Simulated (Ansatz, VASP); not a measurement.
**One calculation of ZnO, two programs**

The input POSCAR:

```
ZnO
1.0
    5.5131257178      0.0000000000      0.0000000000
    0.0000000000      5.5131257178      0.0000000000
    0.0000000000      0.0000000000      3.2487918727
Zn O
4 4
Direct
    0.1817941392      0.1817941392      0.5000000000
    0.8182058608      0.8182058608      0.5000000000
    0.6817941392      0.3182058608      0.0000000000
    0.3182058608      0.6817941392      0.0000000000
    0.8174782387      0.1825217613      0.5000000000
    0.1825217613      0.8174782387      0.5000000000
    0.6825217613      0.6825217613      0.0000000000
    0.3174782387      0.3174782387      0.0000000000
```

File INCAR.step1:

```
SYSTEM = ZnO
PREC = Accurate ; ENCUT = 520
ISMEAR = 0 ; SIGMA = 0.01
LREAL = .FALSE. ; LASPH = .TRUE.
NELM = 60 ; NBANDS = 46
GGA = PE ; ALGO = Normal
EDIFF = 1E-4 ; LWAVE = .TRUE.
LCHARG = .FALSE.
```

The input INCAR.step2:

```
SYSTEM = ZnO
PREC = Accurate ; ENCUT = 520
EDIFF = 1E-6 ; ISMEAR = 0
SIGMA = 0.01 ; LREAL = .FALSE.
LASPH = .TRUE. ; NELM = 60
ALGO = Normal ; ISIF = 2
LWAVE = .FALSE. ; LCHARG = .FALSE.
METAGGA = R2SCAN ; LMIXTAU = .TRUE.
NBANDS = 46 ; ISTART = 1
```

File KPOINTS:

```
regular mesh
0
G
  4 4 6
  0 0 0
```

Input for Ansatz:

```yaml
crystal:
  lattice:
    - [5.5131257178, 0.0, 0.0]
    - [0.0, 5.5131257178, 0.0]
    - [0.0, 0.0, 3.2487918727]
  atoms:
    - { symbol: Zn, position: [0.1817941392, 0.1817941392, 0.5] }
    - { symbol: Zn, position: [0.8182058608, 0.8182058608, 0.5] }
    - { symbol: Zn, position: [0.6817941392, 0.3182058608, 0.0] }
    - { symbol: Zn, position: [0.3182058608, 0.6817941392, 0.0] }
    - { symbol: O, position: [0.8174782387, 0.1825217613, 0.5] }
    - { symbol: O, position: [0.1825217613, 0.8174782387, 0.5] }
    - { symbol: O, position: [0.6825217613, 0.6825217613, 0.0] }
    - { symbol: O, position: [0.3174782387, 0.3174782387, 0.0] }
kpoints:
  mp_grid: { grid: [4, 4, 6] }
hamiltonian:
  xc: r2scan
scf:
  occupations: { method: fixed }
  n_extra_bands: 6
output:
  forces: true
  stress: true
  eigenvalues: true
```

Alike in both runs: task single point; functional r2SCAN; k mesh 4 × 4 × 6; no spin polarisation.

|  | VASP | Ansatz |
| --- | --- | --- |
| version | VASP 6.6.1 | Ansatz 0.2.0 |
| potentials or method | VASP PAW PBE potentials, release 64 (Zn, O) | plane waves, PAW |
| plane-wave cutoff (eV) | 520 | 500 |
| occupations | gaussian, width 0.01 eV | fixed |
| valence electrons in the cell | 72 | 72 |

|  | VASP | Ansatz | Ansatz less VASP |
| --- | --- | --- | --- |
| gap on the k mesh at the Fermi level (eV) | 1.20 | 1.21 | +0.002 |
| pressure (GPa) | 1.0 | 0.0 | -0.99 |
| traceless stress, the component that is largest in VASP (GPa) | 0.22 | 0.00 | -0.217 |
| rms of the force components (eV/Å) | 0.015 | 0.001 | -0.0143 |

VASP's potentials were made for PBE, not for r2SCAN. Atom by atom the forces differ by 0.014 eV/Å (rms over components).
